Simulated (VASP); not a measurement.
# YbSi2W2 (I4/mmm) in VASP: single point with PBE

Aim: the single point of YbSi2W2 with PBE.

Program: VASP 6.6.1. These are calculated values, not measurements. Logs are shortened: lines on timing, memory, paths and dates and some standing lists are left out, and cuts for length are marked.

## 1. The cell of the first run

Symmetry: I4/mmm, No. 139, tetragonal system. The conventional cell has a = 4.113 Å, b = 4.113 Å, c = 10.191 Å, α = 90.00°, β = 90.00°, γ = 90.00°. Si (site symmetry 4mm) has 4 W at 2.42 Å and 1 Si at 2.55 Å and 4 Yb at 3.18 Å within 3.2 Å. Within 4.2 Å of Yb (site symmetry 4/mmm) lie 10 Si at 3.18 to 3.82 Å and 8 W at 3.27 Å and 4 Yb at 4.11 Å. W (site symmetry -4m2) has 4 Si at 2.42 Å and 4 W at 2.91 Å and 4 Yb at 3.27 Å within 3.3 Å.

## 2. Single point, PBE

INCAR reads:

```
ALGO = All
EDIFF = 1E-6
ENCUT = 690
GGA = PE
GGA_COMPAT = F
ISEARCH = 1
ISIF = 2
ISMEAR = -1
KPAR = 4
LASPH = T
LCHARG = F
LMAXMIX = 6
LREAL = F
LWAVE = F
NBANDS = 38
NELM = 300
PREC = Accurate
SIGMA = 0.1
```

KPOINTS reads:

```
k-points
0
Gamma
  6 6 6
```

POSCAR reads:

```
YbSi2W2
1.0
    0.0000000000      4.1128720000      0.0000000000
    4.1128720000      0.0000000000      0.0000000000
    2.0564360000      2.0564360000     -5.0955260000
Si Yb W
2 1 2
Direct
    0.3750000000      0.3750000000      0.2500000000
    0.6250000000      0.6250000000      0.7500000000
    0.0000000000      0.0000000000      0.0000000000
    0.7500000000      0.2500000000      0.5000000000
    0.2500000000      0.7500000000      0.5000000000
```

Potentials or basis: VASP PAW PBE potentials, release 64 (Si, Yb, W_sv).

The run is started by

```
> cat potpaw_PBE.64/Si/POTCAR potpaw_PBE.64/Yb/POTCAR potpaw_PBE.64/W_sv/POTCAR > POTCAR
> mpirun -np 4 vasp_std > vasp.out
```

OUTCAR:

```text
EDIFF = 1E-6
   ENCUT = 690
   GGA = PE
   ISIF = 2
   ISMEAR = -1
   LASPH = T
   LREAL = F
   NELM = 300
   PREC = Accurate

 ion  position               nearest neighbor table
   1  0.375  0.375  0.250-   4 2.42   5 2.42   5 2.42   4 2.42   2 2.55   3 3.18   3 3.18   3 3.18
                             3 3.18
   2  0.625  0.625  0.750-   5 2.42   4 2.42   4 2.42   5 2.42   1 2.55   3 3.18   3 3.18   3 3.18
                             3 3.18
   3  0.000  0.000  0.000-   2 3.18   2 3.18   2 3.18   1 3.18   2 3.18   1 3.18   1 3.18   1 3.18
                             5 3.27   4 3.27   5 3.27   4 3.27   4 3.27   5 3.27   5 3.27   4 3.27
   4  0.750  0.250  0.500-   1 2.42   1 2.42   2 2.42   2 2.42   5 2.91   5 2.91   5 2.91   5 2.91
                             3 3.27   3 3.27   3 3.27   3 3.27
   5  0.250  0.750  0.500-   1 2.42   1 2.42   2 2.42   2 2.42   4 2.91   4 2.91   4 2.91   4 2.91
                             3 3.27   3 3.27   3 3.27   3 3.27

  LATTYP: Found a body centered tetragonal cell.
 ALAT       =     4.1128720000
 C/A-ratio  =     2.4778432200

  Lattice vectors:

 A1 = (  -2.0564360000,   2.0564360000,   5.0955260000)
 A2 = (   2.0564360000,  -2.0564360000,   5.0955260000)
 A3 = (   2.0564360000,   2.0564360000,  -5.0955260000)

Analysis of symmetry for initial positions (statically):
=====================================================================
 Subroutine PRICEL returns:
 Original cell was already a primitive cell.

 Routine SETGRP: Setting up the symmetry group for a
 body centered tetragonal supercell.

 Subroutine GETGRP returns: Found 16 space group operations
 (whereof 16 operations were pure point group operations)
 out of a pool of 16 trial point group operations.

The static configuration has the point symmetry D_4h.

Analysis of symmetry for dynamics (positions and initial velocities):
=====================================================================
 Subroutine PRICEL returns:
 Original cell was already a primitive cell.

 Routine SETGRP: Setting up the symmetry group for a
 body centered tetragonal supercell.

 Subroutine GETGRP returns: Found 16 space group operations
 (whereof 16 operations were pure point group operations)
 out of a pool of 16 trial point group operations.

The dynamic configuration has the point symmetry D_4h.

 Subroutine INISYM returns: Found 16 space group operations
 (whereof 16 operations are pure point group operations),
 and found     1 'primitive' translations

----------------------------------------------------------------------------------------

                                     Primitive cell

  volume of cell :      86.1945

  direct lattice vectors                    reciprocal lattice vectors
     0.000000000  4.112872000  0.000000000     0.000000000  0.243139101  0.098125297
     4.112872000  0.000000000  0.000000000     0.243139101  0.000000000  0.098125297
     2.056436000  2.056436000 -5.095526000     0.000000000  0.000000000 -0.196250593

  length of vectors
     4.112872000  4.112872000  5.867047235     0.262193051  0.262193051  0.196250593

  position of ions in fractional coordinates (direct lattice)
     0.375000000  0.375000000  0.250000000
     0.625000000  0.625000000  0.750000000
     0.000000000  0.000000000  0.000000000
     0.750000000  0.250000000  0.500000000
     0.250000000  0.750000000  0.500000000

  ion indices of the primitive-cell ions
   primitive index   ion index
                 1           1
                 2           2
                 3           3
                 4           4
                 5           5

----------------------------------------------------------------------------------------

 KPOINTS: k-points

Automatic generation of k-mesh.
 Grid dimensions read from file:
 generate k-points for:    6    6    6

 Generating k-lattice:

  Cartesian coordinates                     Fractional coordinates (reciprocal lattice)
     0.000000000  0.040523183  0.016354216     0.166666667  0.000000000  0.000000000
     0.040523183  0.000000000  0.016354216     0.000000000  0.166666667  0.000000000
     0.000000000  0.000000000 -0.032708432     0.000000000  0.000000000  0.166666667

  Length of vectors
     0.043698842  0.043698842  0.032708432

  Shift w.r.t. Gamma in fractional coordinates (k-lattice)
     0.000000000  0.000000000  0.000000000

 Subroutine IBZKPT returns following result:
 ===========================================

 Found     30 irreducible k-points:

 Following reciprocal coordinates:
            Coordinates               Weight
  0.000000  0.000000  0.000000      1.000000
  0.166667  0.000000  0.000000      8.000000
  0.333333  0.000000  0.000000      8.000000
  0.500000  0.000000  0.000000      4.000000
  0.166667  0.166667  0.000000      8.000000
  0.333333  0.166667  0.000000     16.000000
[... 16 lines left out ...]
 -0.333333 -0.333333  0.166667      4.000000
 -0.166667 -0.333333  0.166667     16.000000
 [... further k-points ...]
   k-points           NKPTS =     30   k-points in BZ     NKDIM =     30   number of bands    NBANDS=     38
   number of dos      NEDOS =    301   number of ions     NIONS =      5
   total plane-waves  NPLWV =  64800
   dimension x,y,z NGX =    36 NGY =   36 NGZ =   50
   dimension x,y,z NGXF=    72 NGYF=   72 NGZF=  100
   ions per type =               2   1   2
   NGX,Y,Z   is equivalent  to a cutoff of  14.55, 14.55, 14.17 a.u.
   NGXF,Y,Z  is equivalent  to a cutoff of  29.10, 29.10, 28.34 a.u.
 SYSTEM =  unknown system
   PREC   = accura    normal or accurate (medium, high low for compatibility)
   ISTART =      0    job   : 0-new  1-cont  2-samecut
   ICHARG =      2    charge: 1-file 2-atom 10-const
   ISPIN  =      1    spin polarized calculation?
   LNONCOLLINEAR =      F non collinear calculations
   LSORBIT =      F    spin-orbit coupling
   LASPH  =      T    aspherical Exc in radial PAW
   ENCUT  =  690.0 eV  50.71 Ry    7.12 a.u.   8.81  8.81 12.57*2*pi/ulx,y,z
   NELM   =    300;   NELMIN=  2; NELMDL= -5     # of ELM steps
   EDIFF  = 0.1E-05   stopping-criterion for ELM
   LREAL  =      F    real-space projection
   EDIFFG = 0.1E-04   stopping-criterion for IOM
   NSW    =      0    number of steps for IOM
   IBRION =     -1    ionic relax: 0-MD 1-quasi-New 2-CG
   NFREE  =      0    steps in history (QN), initial steepest desc. (CG)
   ISIF   =      2    stress and relaxation
   ISYM   =      2    0-nonsym 1-usesym 2-fastsym
   POTIM  = 0.5000    time-step for ionic-motion
   TEBEG  =    0.0;   TEEND  =   0.0 temperature during run
   PSTRESS=    0.0 pullay stress
   NELECT =      60.0000    total number of electrons
   NUPDOWN=      -1.0000    fix difference up-down
   EMIN   =  10.00;   EMAX   =-10.00  energy-range for DOS
   EFERMI =   0.00;   METHOD = LEGACY
   ISMEAR =    -1;   SIGMA  =   0.10  broadening in eV -4-tet -1-fermi 0-gaus
   EFERMI_NEDOS =   21; number of points for ismear=-14 and -15
   IALGO  =     58    algorithm
   IMIX   =      4    mixing-type and parameters
     AMIX     =   0.40;   BMIX     =  1.00
     AMIX_MAG =   1.60;   BMIX_MAG =  1.00
  volume/ion in A,a.u.               =      17.24       116.33
  Fermi-wavevector in a.u.,A,eV,Ry     =   1.450882  2.741770 28.641063  2.105059
  Thomas-Fermi vector in A             =   2.568443
   LORBIT       =      0    0 simple, 1 ext, 2 COOP (PROOUT), +10 PAW based schemes
   GGA     = PE    functional components
   LHFCALC =     F    Hartree Fock is set to
   AEXX    =    0.0000 exact exchange contribution
   IVDW    =     0    specifies the selected vdW correction
   LEPSILON=     F    determine dielectric tensor
   LRPA    =     F    only Hartree local field effects (RPA)
 non-spin polarized calculation
  energy-cutoff  :      690.00
  volume of cell :       86.19
 maximum number of plane-waves:      3568
   NGX = 17   NGY = 17   NGZ = 25

 number of electron      60.0000006 magnetization

 Free energy of the ion-electron system (eV)
  ---------------------------------------------------
  ext. energy  EPLUGINS =         0.00000000
  ---------------------------------------------------
  free energy    TOTEN  =       -40.87503448 eV

  energy without entropy =      -40.67599822  energy(sigma->0) =      -40.77551635

 E-fermi :   7.8346     XC(G=0): -11.9641

 val. band max:        7.8274314285   @ k =  -0.1667   0.0000   0.1667
 cond. band min:       7.8437840517   @ k =   0.3333   0.0000   0.0000
 fundamental gap:      0.0163526232
 Fermi energy:         7.8345788672

 k-point     1 :       0.0000    0.0000    0.0000
  band No.  band energies     occupation
      1     -65.7260      2.00000
      2     -65.6685      2.00000
      3     -43.5242      2.00000
      4     -30.2736      2.00000
      5     -30.2736      2.00000
      6     -29.9898      2.00000
[... 30 lines left out ...]
     37      12.0660      0.00000
     38      12.3107      0.00000

 k-point     2 :       0.1667    0.0000    0.0000
  band No.  band energies     occupation
      1     -65.7221      2.00000
      2     -65.6723      2.00000
      3     -43.5240      2.00000
      4     -30.2466      2.00000
      5     -30.2428      2.00000
      6     -29.9808      2.00000
[... 30 lines left out ...]
     37      12.3795      0.00000
     38      12.4771      0.00000

 k-point     3 :       0.3333    0.0000    0.0000
  band No.  band energies     occupation
      1     -65.7115      2.00000
      2     -65.6828      2.00000
      3     -43.5234      2.00000
      4     -30.1695      2.00000
      5     -30.1580      2.00000
      6     -29.9569      2.00000
[... 30 lines left out ...]
     37      12.3777      0.00000
[... 781 lines left out ...]
 k-point    23 :      -0.3333   -0.3333    0.1667
  band No.  band energies     occupation
      1     -65.7042      2.00000
      2     -65.6898      2.00000
      3     -43.5225      2.00000
      4     -30.3307      2.00000
      5     -30.2166      2.00000
      6     -29.9402      2.00000
[... 30 lines left out ...]
     37      12.3882      0.00000
     38      13.2377      0.00000

 k-point    24 :      -0.1667   -0.3333    0.1667
  band No.  band energies     occupation
      1     -65.7095      2.00000
      2     -65.6846      2.00000
      3     -43.5231      2.00000
      4     -30.2772      2.00000
      5     -30.0762      2.00000
      6     -30.0203      2.00000
[... 30 lines left out ...]
     37      12.0887      0.00000
     38      13.0077      0.00000

 [... further k-points ...]

------------------------ aborting loop because EDIFF is reached ----------------------------------------

  FORCE on cell =-STRESS in cart. coord.  units (eV):
  Direction    XX          YY          ZZ          XY          YZ          ZX
  --------------------------------------------------------------------------------------
  -------------------------------------------------------------------------------------
  Total        5.0388236      5.0388236     10.2155342      0.0000000      0.0000000      0.0000000
  in kB       93.6613307     93.6613307    189.8856983      0.0000000      0.0000000      0.0000000
  external PRESSURE =     125.7361199 kB  Pullay stress =       0.0000000 kB

 VOLUME and BASIS-vectors are now :
 -----------------------------------------------------------------------------
  energy-cutoff  :      690.00
  volume of cell :       86.19
      direct lattice vectors                 reciprocal lattice vectors
     0.000000000  4.112872000  0.000000000     0.000000000  0.243139101  0.098125297
     4.112872000  0.000000000  0.000000000     0.243139101  0.000000000  0.098125297
     2.056436000  2.056436000 -5.095526000     0.000000000  0.000000000 -0.196250593

 POSITION                                       TOTAL-FORCE (eV/Angst)
 -----------------------------------------------------------------------------------
      2.05644      2.05644     -1.27388         0.000000      0.000000      3.068851
      4.11287      4.11287     -3.82164        -0.000000     -0.000000     -3.068851
      0.00000      0.00000      0.00000         0.000000     -0.000000      0.000000
      2.05644      4.11287     -2.54776        -0.000000     -0.000000     -0.000000
      4.11287      2.05644     -2.54776         0.000000      0.000000      0.000000
 -----------------------------------------------------------------------------------
    total drift:                               -0.000000      0.000000     -0.000000

  FREE ENERGIE OF THE ION-ELECTRON SYSTEM (eV)
  ---------------------------------------------------
  free  energy   TOTEN  =       -40.8750344810 eV

  energy  without entropy=      -40.6760167888  energy(sigma->0) =      -40.77552563
```

Wall time 7.6 min (4 MPI ranks of Intel Xeon Platinum 8259CL at 2.50GHz (Skylake/Cascade Lake), shared host); peak memory 0.47 GiB.

What came out:

| Property | Result |
| --- | --- |
| Free energy | -40.8750 eV |
| Pressure | 12.6 GPa |
| Largest force | 3.069 eV/Å |
| Band gap on the k mesh | zero (bands 30 and 31 overlap by 0.92 eV) |

Forces on the atoms (eV/Å):
```
Si   0.000  0.000  3.069
Si   0.000  0.000 -3.069
Yb   0.000  0.000  0.000
W    0.000  0.000  0.000
W    0.000  0.000  0.000
```

Stress tensor (GPa, compression positive):
```
 9.37  0.00  0.00
 0.00  9.37  0.00
 0.00  0.00 18.99
```

Levels at points of the mesh, in eV from the Fermi level:
| k point | band 27 | band 28 | band 29 | band 30 | band 31 | band 32 | band 33 | band 34 |
| --- | --- | --- | --- | --- | --- | --- | --- | --- |
| (0.00, 0.00, 0.00) | -0.44 | -0.44 | -0.23 | 0.38 | 0.54 | 1.16 | 1.16 | 2.70 |
| (0.50, 0.00, 0.00) | -0.49 | -0.47 | -0.44 | -0.34 | -0.32 | 0.29 | 0.51 | 1.95 |
| (0.50, 0.50, 0.00) | -0.50 | -0.49 | -0.48 | -0.46 | 0.11 | 0.17 | 1.36 | 1.53 |
| (0.00, 0.00, 0.50) | -0.42 | -0.37 | -0.37 | 0.57 | 2.02 | 2.02 | 2.63 | 3.74 |

Caveat: the stress differs along the axes, from 9 to 19 GPa; spin-orbit coupling is left out, which moves the levels of the heavy elements; forces of over 1 eV/Å act on the atoms, so gaps and moduli don't describe the material at rest. Spin polarisation is off, so any magnetic state and its effect on volume and gap are missing.
